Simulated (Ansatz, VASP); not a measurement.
## CoO: VASP beside Ansatz

File INCAR:

```
SYSTEM = CoO
ALGO = Normal ; EDIFF = 1E-6
ENCUT = 600 ; GGA = PE
GGA_COMPAT = .FALSE. ; ISIF = 2
ISMEAR = -1 ; ISPIN = 2
LASPH = .TRUE. ; LCHARG = .FALSE.
LMAXMIX = 4 ; LORBIT = 11
LREAL = .FALSE. ; LWAVE = .FALSE.
MAGMOM = 2 0 ; NBANDS = 22
NELM = 200 ; PREC = Accurate
SIGMA = 0.05
```

The input KPOINTS:

```
k-points
0
G
  11 11 10
  0 0 0
```

The input POSCAR:

```
CoO
1.0
    2.8752156702      0.0000000000      0.0000000000
   -1.4376078301      2.4900098078      0.0000000000
    0.0000000000      0.0000000000      2.8060680384
Co O
1 1
Direct
    0.0000000000      0.0000000000      0.0000000000
    0.6666666667      0.3333333333      0.5000000000
```

input.yaml

```yaml
crystal:
  lattice:
    - [2.8752156702, 0.0, 0.0]
    - [-1.4376078301, 2.4900098078, 0.0]
    - [0.0, 0.0, 2.8060680384]
  atoms:
    - { symbol: Co, position: [0.0, 0.0, 0.0], spin: 2.0 }
    - { symbol: O, position: [0.6666666667, 0.3333333333, 0.5] }
hamiltonian:
  xc: pbe
  pseudopotentials: { kind: paw }
magnetization:
  spin_polarized: true
kpoints:
  mp_grid: { grid: [11, 11, 10] }
scf:
  occupations: { method: fermi_dirac, width: 0.05 }
output:
  forces: true
  stress: true
  eigenvalues: true
```

Alike in both runs: task single point; functional PBE; k mesh 11 × 11 × 10; occupations fermi-dirac, width 0.05 eV; collinear spin.

```csv
,VASP,Ansatz
version,VASP 6.6.1,Ansatz 0.2.0
potentials or method,"VASP PAW PBE potentials, release 64 (Co_sv, O)",Ansatz PAW
plane-wave cutoff (eV),600,420
valence electrons in the cell,23,23
```

```tsv
	VASP	Ansatz	Ansatz less VASP
gap on the k mesh at the Fermi level (eV)	none	none	-
pressure (GPa)	-12.8	-10.6	+2.14
traceless stress, the component that is largest in VASP (GPa)	-3.53	-3.43	+0.104
net moment per atom (μB)	1.50	1.50	0.000
size of the moment on the site where the two differ most (μB)	0.39	0.41	+0.026
```

Site moments also hang on the region over which each program counts them. A gap of «none» marks a metal or a gap that the smearing closes.
